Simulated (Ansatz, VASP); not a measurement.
LiF in VASP and in Ansatz

```
Li F
1.0
     0.00000    2.01400    2.01400
     2.01400    0.00000    2.01400
     2.01400    2.01400    0.00000
Li F
1 1
Direct
  0.00000 0.00000 0.00000
  0.50000 0.50000 0.50000
```

Alike in both runs: task relaxation of cell and atoms; functional LDA; k mesh 10 × 10 × 10; occupations methfessel-paxton of order 1, width 0.15 eV; no spin polarisation.

```csv
,VASP,Ansatz
version,VASP 6.6.1,Ansatz 0.2.0
potentials or method,"VASP PAW LDA potentials, release 64 (Li_sv, F)","PAW with Ansatz's default frozen-core files, scalar-relativistic"
plane-wave cutoff (eV),600,420
valence electrons in the cell,10,10
```

VASP gave:

```
gap on the k mesh at the Fermi level, each at its own relaxed structure (eV) : 9.79
relaxed volume (Å³/atom)                                                     : 7.39
relaxed length of the cell vector where the two differ most in proportion (Å)              : 2.755
```

Problem. Which values does Ansatz return?

Solution. gap on the k mesh at the Fermi level, each at its own relaxed structure (eV): 9.70; relaxed volume (Å³/atom): 7.47; relaxed length of the cell vector where the two differ most in proportion (Å): 2.764.

LDA's correlation is that of Perdew and Zunger in VASP and of Perdew and Wang (1992) in Ansatz.

Noted on VASP's run: the cutoff is under 1.25 times that of the potentials, so the pressure is a little rough.
